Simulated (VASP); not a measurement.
Set up this calculation in VASP 6.6.1, as the native input.

| Quantity | Value |
| --- | --- |
| Task | single point |
| Functional | PBE |
| Potentials or basis | VASP PAW PBE potentials, release 64 (Pt, Mn_pv) |
| Cutoff | 520 eV |
| k mesh | 9 × 9 × 4 |
| Occupations | fermi-dirac, width 0.05 eV |
| Spin | collinear spin, ferromagnetic start |
| Starting moments | [0.0, 0.0, 2.0] μB |
| Fixed moment | 2 μB |
| Dipole correction | no |
| Further INCAR settings | ALGO = Normal; EDIFF = 1e-06; NBANDS = 28 |

The structure of MnPt2 lies in POSCAR:

```
MnPt2
1.0
    2.8584044518      0.0000000000      0.0000000000
   -1.4292022259      2.4754508696      0.0000000000
    0.0000000000      0.0000000000      6.5325040000
Pt Mn
2 1
Direct
    0.6666666667      0.3333333333      0.3162060000
    0.3333333333      0.6666666667      0.6837940000
    0.0000000000      0.0000000000      0.0000000000
```

One way to write it, as run:

INCAR

```
PREC = Accurate
ENCUT = 520
EDIFF = 1E-6
ISMEAR = -1
SIGMA = 0.05
LREAL = False
LASPH = True
NELM = 150
ALGO = Normal
ISIF = 2
LWAVE = False
LCHARG = False
ISPIN = 2
MAGMOM = 0 0 2
LORBIT = 11
NUPDOWN = 2.0
LMAXMIX = 4
GGA = PE
NBANDS = 28
```

KPOINTS

```
Automatic mesh
0
Gamma
  9 9 4
```

Potentials or basis: VASP PAW PBE potentials, release 64 (Pt, Mn_pv).

The run is started by

```console
$ cat potpaw_PBE.64/Pt/POTCAR potpaw_PBE.64/Mn_pv/POTCAR > POTCAR
$ mpirun -np 1 vasp_std > vasp.out
```

Results of the run:

The pressure is -10.7 GPa and the largest force is 0.156 eV/Å. The net moment is 2.00 μB per cell. The site moments are Pt -0.22; Mn +2.38 μB and the valence electrons inside the program's atomic spheres are Pt 9.19; Mn 11.56.

Caveat: the total moment is fixed, so each spin has its own Fermi level.

Wall time 85 s on 1 thread of AMD EPYC 9R45 96-Core Processor (Zen 5), with other jobs on the host, peak memory 0.22 GiB.
